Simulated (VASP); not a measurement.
# Li2Se (Fm-3m) in VASP: a series of runs, part 2 of 2

VASP 6.6.1.

### 3 Single point, PBEsol

This run uses another cell than the first one, of 15.08 Å³/atom, 1.115 times its volume.

File INCAR:

```
  PREC = Accurate
  ENCUT = 750
  EDIFF = 1E-6
  ISMEAR = 0
  SIGMA = 0.01
  LREAL = False
  LASPH = True
  NELM = 120
  ALGO = Normal
  ISIF = 2
  LWAVE = False
  LCHARG = False
  GGA = PS
  NBANDS = 13
  GGA_COMPAT = False
```

File KPOINTS:

```
regular mesh
0
Gamma
  6 6 6
```

File POSCAR:

```
Li2Se
1.0
    0.0000000000      2.8280258228      2.8280258228
    2.8280258228      0.0000000000      2.8280258228
    2.8280258228      2.8280258228      0.0000000000
Li Se
2 1
Direct
    0.2500000000      0.2500000000      0.2500000000
    0.7500000000      0.7500000000      0.7500000000
    0.0000000000      0.0000000000      0.0000000000
```

Potentials or basis: VASP PAW PBE potentials, release 64 (Li_sv, Se).

Started as:

```sh
$ cat potpaw_PBE.64/Li_sv/POTCAR potpaw_PBE.64/Se/POTCAR > POTCAR
$ mpirun -np 1 vasp_std > vasp.out
```

OUTCAR:

```text
PREC = Accurate
   ENCUT = 750
   EDIFF = 1E-6
   ISMEAR = 0
   LREAL = False
   LASPH = True
   NELM = 120
   ISIF = 2
   GGA = PS

 ion  position               nearest neighbor table
   1  0.250  0.250  0.250-   3 2.45   3 2.45   3 2.45   3 2.45
   2  0.750  0.750  0.750-   3 2.45   3 2.45   3 2.45   3 2.45
   3  0.000  0.000  0.000-   2 2.45   2 2.45   1 2.45   1 2.45   2 2.45   1 2.45   2 2.45   1 2.45

  LATTYP: Found a face centered cubic cell.
 ALAT       =     5.6560516456

  Lattice vectors:

 A1 = (   0.0000000000,   2.8280258228,   2.8280258228)
 A2 = (   2.8280258228,   0.0000000000,   2.8280258228)
 A3 = (   2.8280258228,   2.8280258228,   0.0000000000)

Analysis of symmetry for initial positions (statically):
=====================================================================
 Subroutine PRICEL returns:
 Original cell was already a primitive cell.

 Routine SETGRP: Setting up the symmetry group for a
 face centered cubic supercell.

 Subroutine GETGRP returns: Found 48 space group operations
 (whereof 48 operations were pure point group operations)
 out of a pool of 48 trial point group operations.

The static configuration has the point symmetry O_h .

Analysis of symmetry for dynamics (positions and initial velocities):
=====================================================================
 Subroutine PRICEL returns:
 Original cell was already a primitive cell.

 Routine SETGRP: Setting up the symmetry group for a
 face centered cubic supercell.

 Subroutine GETGRP returns: Found 48 space group operations
 (whereof 48 operations were pure point group operations)
 out of a pool of 48 trial point group operations.

The dynamic configuration has the point symmetry O_h .

 Subroutine INISYM returns: Found 48 space group operations
 (whereof 48 operations are pure point group operations),
 and found     1 'primitive' translations

----------------------------------------------------------------------------------------

                                     Primitive cell

  volume of cell :      45.2356

  direct lattice vectors                    reciprocal lattice vectors
     0.000000000  2.828025823  2.828025823    -0.176801780  0.176801780  0.176801780
     2.828025823  0.000000000  2.828025823     0.176801780 -0.176801780  0.176801780
     2.828025823  2.828025823  0.000000000     0.176801780  0.176801780 -0.176801780

  length of vectors
     3.999432473  3.999432473  3.999432473     0.306229666  0.306229666  0.306229666

  position of ions in fractional coordinates (direct lattice)
     0.250000000  0.250000000  0.250000000
     0.750000000  0.750000000  0.750000000
     0.000000000  0.000000000  0.000000000

  ion indices of the primitive-cell ions
   primitive index   ion index
                 1           1
                 2           2
                 3           3

----------------------------------------------------------------------------------------

 KPOINTS: regular mesh

Automatic generation of k-mesh.
 Grid dimensions read from file:
 generate k-points for:    6    6    6

 Generating k-lattice:

  Cartesian coordinates                     Fractional coordinates (reciprocal lattice)
    -0.029466963  0.029466963  0.029466963     0.166666667  0.000000000  0.000000000
     0.029466963 -0.029466963  0.029466963     0.000000000  0.166666667  0.000000000
     0.029466963  0.029466963 -0.029466963     0.000000000  0.000000000  0.166666667
[... 34 lines left out ...]
   dimension x,y,z NGXF=    72 NGYF=   72 NGZF=   72
   ions per type =               2   1
   NGX,Y,Z   is equivalent  to a cutoff of  14.96, 14.96, 14.96 a.u.
   NGXF,Y,Z  is equivalent  to a cutoff of  29.93, 29.93, 29.93 a.u.
 SYSTEM =  unknown system
   PREC   = accura    normal or accurate (medium, high low for compatibility)
   ISTART =      0    job   : 0-new  1-cont  2-samecut
   ICHARG =      2    charge: 1-file 2-atom 10-const
   ISPIN  =      1    spin polarized calculation?
   LNONCOLLINEAR =      F non collinear calculations
   LSORBIT =      F    spin-orbit coupling
   LASPH  =      T    aspherical Exc in radial PAW
   ENCUT  =  750.0 eV  55.12 Ry    7.42 a.u.   8.93  8.93  8.93*2*pi/ulx,y,z
   NELM   =    120;   NELMIN=  2; NELMDL= -5     # of ELM steps
   EDIFF  = 0.1E-05   stopping-criterion for ELM
   LREAL  =      F    real-space projection
   EDIFFG = 0.1E-04   stopping-criterion for IOM
   NSW    =      0    number of steps for IOM
   IBRION =     -1    ionic relax: 0-MD 1-quasi-New 2-CG
   NFREE  =      0    steps in history (QN), initial steepest desc. (CG)
   ISIF   =      2    stress and relaxation
   ISYM   =      2    0-nonsym 1-usesym 2-fastsym
   POTIM  = 0.5000    time-step for ionic-motion
   TEBEG  =    0.0;   TEEND  =   0.0 temperature during run
   PSTRESS=    0.0 pullay stress
   NELECT =      12.0000    total number of electrons
   NUPDOWN=      -1.0000    fix difference up-down
   EMIN   =  10.00;   EMAX   =-10.00  energy-range for DOS
   EFERMI =   0.00;   METHOD = LEGACY
   ISMEAR =     0;   SIGMA  =   0.01  broadening in eV -4-tet -1-fermi 0-gaus
   EFERMI_NEDOS =   21; number of points for ismear=-14 and -15
   IALGO  =     38    algorithm
   IMIX   =      4    mixing-type and parameters
     AMIX     =   0.40;   BMIX     =  1.00
     AMIX_MAG =   1.60;   BMIX_MAG =  1.00
  volume/ion in A,a.u.               =      15.08       101.75
  Fermi-wavevector in a.u.,A,eV,Ry     =   1.051902  1.987806 15.054812  1.106497
  Thomas-Fermi vector in A             =   2.186963
   LORBIT       =      0    0 simple, 1 ext, 2 COOP (PROOUT), +10 PAW based schemes
   GGA     = PS    functional components
   LHFCALC =     F    Hartree Fock is set to
   AEXX    =    0.0000 exact exchange contribution
   IVDW    =     0    specifies the selected vdW correction
   LEPSILON=     F    determine dielectric tensor
   LRPA    =     F    only Hartree local field effects (RPA)
 non-spin polarized calculation
 Gauss-broadening in eV      SIGMA  =   0.01
  energy-cutoff  :      750.00
  volume of cell :       45.24
 maximum number of plane-waves:      2126
   NGX = 17   NGY = 17   NGZ = 17

 number of electron      11.9999997 magnetization

 Free energy of the ion-electron system (eV)
  ---------------------------------------------------
  ext. energy  EPLUGINS =         0.00000000
  ---------------------------------------------------
  free energy    TOTEN  =       -11.41161239 eV

  energy without entropy =      -11.41161239  energy(sigma->0) =      -11.41161239

 E-fermi :   2.1084     XC(G=0):  -9.0634

 val. band max:        2.0519448994   @ k =   0.0000   0.0000   0.0000
 cond. band min:       4.6852349163   @ k =   0.5000   0.5000   0.0000
 fundamental gap:      2.6332900169
 Fermi energy:         2.1084410374

 k-point     1 :       0.0000    0.0000    0.0000
  band No.  band energies     occupation
      1     -41.7505      2.00000
      2     -41.6979      2.00000
      3      -9.8970      2.00000
      4       2.0519      2.00000
      5       2.0519      2.00000
      6       2.0519      2.00000
      7       6.1016      0.00000
      8       7.6553      0.00000
      9       7.6553      0.00000
     10       7.6553      0.00000
     11      13.1410      0.00000
     12      13.1410      0.00000
     13      13.5366      0.00000
[... 226 lines left out ...]
  band No.  band energies     occupation
      1     -41.7269      2.00000
      2     -41.7181      2.00000
      3      -9.2151      2.00000
      4      -0.5053      2.00000
      5      -0.1788      2.00000
      6      -0.0729      2.00000
      7       6.2449      0.00000
      8       9.6038      0.00000
      9      10.2032      0.00000
     10      12.0990      0.00000
     11      13.9508      0.00000
     12      14.8763      0.00000
     13      15.0444      0.00000

------------------------ aborting loop because EDIFF is reached ----------------------------------------

  FORCE on cell =-STRESS in cart. coord.  units (eV):
  Direction    XX          YY          ZZ          XY          YZ          ZX
  --------------------------------------------------------------------------------------
  -------------------------------------------------------------------------------------
  Total        2.0004942      2.0004942      2.0004942     -0.0000000      0.0000000     -0.0000000
  in kB       70.8545551     70.8545551     70.8545551     -0.0000000      0.0000000     -0.0000000
  external PRESSURE =      70.8545551 kB  Pullay stress =       0.0000000 kB

 VOLUME and BASIS-vectors are now :
 -----------------------------------------------------------------------------
  energy-cutoff  :      750.00
  volume of cell :       45.24
      direct lattice vectors                 reciprocal lattice vectors
     0.000000000  2.828025823  2.828025823    -0.176801780  0.176801780  0.176801780
     2.828025823  0.000000000  2.828025823     0.176801780 -0.176801780  0.176801780
     2.828025823  2.828025823  0.000000000     0.176801780  0.176801780 -0.176801780

 POSITION                                       TOTAL-FORCE (eV/Angst)
 -----------------------------------------------------------------------------------
      1.41401      1.41401      1.41401        -0.000000      0.000000     -0.000000
      4.24204      4.24204      4.24204         0.000000     -0.000000      0.000000
      0.00000      0.00000      0.00000        -0.000000      0.000000     -0.000000
 -----------------------------------------------------------------------------------
    total drift:                                0.000000      0.000000      0.000000

  FREE ENERGIE OF THE ION-ELECTRON SYSTEM (eV)
  ---------------------------------------------------
  free  energy   TOTEN  =       -11.4116123910 eV

  energy  without entropy=      -11.4116123910  energy(sigma->0) =      -11.41161239
```

OSZICAR:

```text
N       E                     dE             d eps       ncg     rms          rms(c)
DAV:   1     0.534221372481E+02    0.53422E+02   -0.69275E+03   416   0.119E+03
DAV:   2    -0.384618744701E+01   -0.57268E+02   -0.53703E+02   491   0.224E+02
DAV:   3    -0.114197950133E+02   -0.75736E+01   -0.75150E+01   758   0.515E+01
DAV:   4    -0.116058857902E+02   -0.18609E+00   -0.18599E+00   566   0.101E+01
DAV:   5    -0.116094359777E+02   -0.35502E-02   -0.35501E-02   625   0.104E+00    0.293E+00
DAV:   6    -0.114363848977E+02    0.17305E+00   -0.19258E-01   520   0.181E+00    0.183E+00
DAV:   7    -0.114093321386E+02    0.27053E-01   -0.10668E-01   588   0.147E+00    0.713E-01
DAV:   8    -0.114116155096E+02   -0.22834E-02   -0.12351E-02   555   0.691E-01    0.238E-01
DAV:   9    -0.114115162826E+02    0.99227E-04   -0.41037E-04   602   0.109E-01    0.963E-02
DAV:  10    -0.114116116998E+02   -0.95417E-04   -0.12721E-04   486   0.752E-02    0.318E-02
DAV:  11    -0.114116123910E+02   -0.69118E-06   -0.76410E-06   580   0.230E-02
   1 F= -.11411612E+02 E0= -.11411612E+02  d E =-.107700E-17
```

stdout:

```text
POSCAR found type information on POSCAR LiSe
 POSCAR found :  2 types and       3 ions
 scaLAPACK will be used
 -----------------------------------------------------------------------------
|                                                                             |
|                                                                             |
|     You enforced a specific xc type in the INCAR file but a different       |
|     I HOPE YOU KNOW WHAT YOU ARE DOING!                                     |
|                                                                             |
 -----------------------------------------------------------------------------

 LDA part: xc-table for (Slater+PW92), standard interpolation
 POSCAR, INCAR and KPOINTS ok, starting setup
 FFT: planning ... GRIDC
 FFT: planning ... GRID_SOFT
 FFT: planning ... GRID
 WAVECAR not read
 entering main loop
```

It took 10 s on 1 thread of Intel Xeon Platinum 8488C (Sapphire Rapids), shared host; peak memory 0.2 GiB.

Results:

* Free energy: -11.4116 eV
* Pressure: 7.1 GPa
* Band gap on the k mesh: 2.63 eV, indirect (least direct gap 4.05 eV)

Caveat: the PAW data sets were made with another functional, which shifts forces and pressure a little. As with any semilocal functional, this PBEsol gap is likely too small.

### 4 Single point, PBEsol

This run uses another cell than the first one, of 14.42 Å³/atom, 1.066 times its volume.

File INCAR:

```
PREC = Accurate ; ENCUT = 750
EDIFF = 1E-6 ; ISMEAR = 0
SIGMA = 0.01 ; LREAL = False
LASPH = True ; NELM = 120
ALGO = Normal ; ISIF = 2
LWAVE = False ; LCHARG = False
GGA = PS ; NBANDS = 13
GGA_COMPAT = False
```

KPOINTS is that of step 3.

File POSCAR:

```
Li2Se
1.0
    0.0000000000      2.7861298648      2.7861298648
    2.7861298648      0.0000000000      2.7861298648
    2.7861298648      2.7861298648      0.0000000000
Li Se
2 1
Direct
    0.2500000000      0.2500000000      0.2500000000
    0.7500000000      0.7500000000      0.7500000000
    0.0000000000      0.0000000000      0.0000000000
```

Potentials or basis: VASP PAW PBE potentials, release 64 (Li_sv, Se).

Started as:

```sh
$ cat potpaw_PBE.64/Li_sv/POTCAR potpaw_PBE.64/Se/POTCAR > POTCAR
$ mpirun -np 1 vasp_std > vasp.out
```

OUTCAR:

```text
PREC = Accurate
   ENCUT = 750
   EDIFF = 1E-6
   ISMEAR = 0
   LREAL = False
   LASPH = True
   NELM = 120
   ISIF = 2
   GGA = PS

 ion  position               nearest neighbor table
   1  0.250  0.250  0.250-   3 2.41   3 2.41   3 2.41   3 2.41
   2  0.750  0.750  0.750-   3 2.41   3 2.41   3 2.41   3 2.41
   3  0.000  0.000  0.000-   1 2.41   2 2.41   2 2.41   2 2.41   2 2.41   1 2.41   1 2.41   1 2.41

  LATTYP: Found a face centered cubic cell.
 ALAT       =     5.5722597296

  Lattice vectors:

[... 435 lines left out ...]

  FORCE on cell =-STRESS in cart. coord.  units (eV):
  Direction    XX          YY          ZZ          XY          YZ          ZX
  --------------------------------------------------------------------------------------
  -------------------------------------------------------------------------------------
  Total        2.7145147      2.7145147      2.7145147      0.0000000      0.0000000      0.0000000
  in kB      100.5469075    100.5469075    100.5469075      0.0000000      0.0000000      0.0000000
  external PRESSURE =     100.5469075 kB  Pullay stress =       0.0000000 kB

 VOLUME and BASIS-vectors are now :
 -----------------------------------------------------------------------------
  energy-cutoff  :      750.00
  volume of cell :       43.25
      direct lattice vectors                 reciprocal lattice vectors
     0.000000000  2.786129865  2.786129865    -0.179460407  0.179460407  0.179460407
     2.786129865  0.000000000  2.786129865     0.179460407 -0.179460407  0.179460407
     2.786129865  2.786129865  0.000000000     0.179460407  0.179460407 -0.179460407

 POSITION                                       TOTAL-FORCE (eV/Angst)
 -----------------------------------------------------------------------------------
      1.39306      1.39306      1.39306        -0.000000      0.000000     -0.000000
      4.17919      4.17919      4.17919         0.000000     -0.000000      0.000000
      0.00000      0.00000      0.00000         0.000000      0.000000      0.000000
 -----------------------------------------------------------------------------------
    total drift:                                0.000000      0.000000      0.000000

  FREE ENERGIE OF THE ION-ELECTRON SYSTEM (eV)
  ---------------------------------------------------
  free  energy   TOTEN  =       -11.3043390776 eV

  energy  without entropy=      -11.3043390776  energy(sigma->0) =      -11.30433908
```

Run time: 10 s. Hardware: 1 thread of Intel Xeon Platinum 8488C (Sapphire Rapids), shared host; peak memory 0.2 GiB.

What came out:

```yaml
Free_energy: -11.3043 eV
Pressure: 10.1 GPa
Band_gap_on_the_k_mesh: 2.57 eV, indirect (least direct gap 4.27 eV)
```

Levels at points of the mesh, in eV from the valence-band top:
```
           k point  band 2  band 3  band 4  band 5  band 6  band 7  band 8  band 9  band 10  band 11
(0.00, 0.00, 0.00)  -43.71  -12.11    0.00    0.00    0.00    4.27    5.60    5.60     5.60    11.23
(0.50, 0.00, 0.00)  -43.74  -11.54   -3.80   -0.74   -0.74    5.92    5.92    6.00     8.72    12.76
(0.50, 0.50, 0.00)  -43.73  -11.38   -2.87   -1.99   -1.99    2.57    6.70   11.79    11.79    12.86
```

Caveat: the PAW data sets were made with another functional, which shifts forces and pressure a little. As with any semilocal functional, this PBEsol gap is likely too small.

### 5 Single point, PBEsol

This run uses another cell than the first one, of 15.93 Å³/atom, 1.178 times its volume.

File INCAR:

```
SYSTEM = Li2Se
PREC = Accurate
ENCUT = 750
EDIFF = 1E-6
ISMEAR = 0
SIGMA = 0.01
LREAL = .FALSE.
LASPH = .TRUE.
NELM = 120
ALGO = Normal
ISIF = 2
LWAVE = .FALSE.
LCHARG = .FALSE.
GGA = PS
NBANDS = 13
GGA_COMPAT = .FALSE.
```

File KPOINTS:

```
Automatic mesh
0
G
  6 6 6
  0 0 0
```

File POSCAR:

```
Li2Se
1.0
    0.0000000000      2.8805389543      2.8805389543
    2.8805389543      0.0000000000      2.8805389543
    2.8805389543      2.8805389543      0.0000000000
Li Se
2 1
Direct
    0.2500000000      0.2500000000      0.2500000000
    0.7500000000      0.7500000000      0.7500000000
    0.0000000000      0.0000000000      0.0000000000
```

Started as:

```sh
$ cat potpaw_PBE.64/Li_sv/POTCAR potpaw_PBE.64/Se/POTCAR > POTCAR
$ mpirun -np 1 vasp_std > vasp.out
```

It took 14 s on 1 thread of Intel Xeon Platinum 8488C (Sapphire Rapids), shared host; peak memory 0.2 GiB.

It converged, with:

```yaml
Free_energy: -11.5016 eV
Pressure: 4.0 GPa
Band_gap_on_the_k_mesh: 2.71 eV, indirect (least direct gap 3.78 eV)
```

Levels at points of the mesh, in eV from the valence-band top:
```tsv
k point	band 3	band 4	band 5	band 6	band 7	band 8	band 9	band 10
(0.00, 0.00, 0.00)	-11.77	0.00	0.00	0.00	3.78	5.60	5.60	5.60
(0.50, 0.00, 0.00)	-11.30	-3.39	-0.64	-0.64	5.54	5.93	5.93	8.30
(0.50, 0.50, 0.00)	-11.16	-2.60	-1.73	-1.73	2.71	6.44	11.06	11.06
```

Caveat: the PAW data sets were made with another functional, which shifts forces and pressure a little.

### 6 Summary

```tsv
cell	gap on the mesh (eV)	pressure (GPa)
a = 3.857 Å, angles 60.0°, 3 atoms	2.46	15.2
a = 3.999 Å, angles 60.0°, 3 atoms	2.63	7.1
a = 3.940 Å, angles 60.0°, 3 atoms	2.57	10.1
a = 4.074 Å, angles 60.0°, 3 atoms	2.71	4.0
```

Alike in all rows: task single point; level PBEsol; potentials or basis VASP PAW PBE potentials, release 64 (Li_sv, Se); no spin polarisation; k mesh 6 × 6 × 6; cutoff (eV) 750; smearing gaussian 0.01 eV.

Caveats: the PAW data sets were made with another functional, which shifts forces and pressure a little.

Total energies depend on the potentials used, so only differences within one code and one set of settings carry meaning.
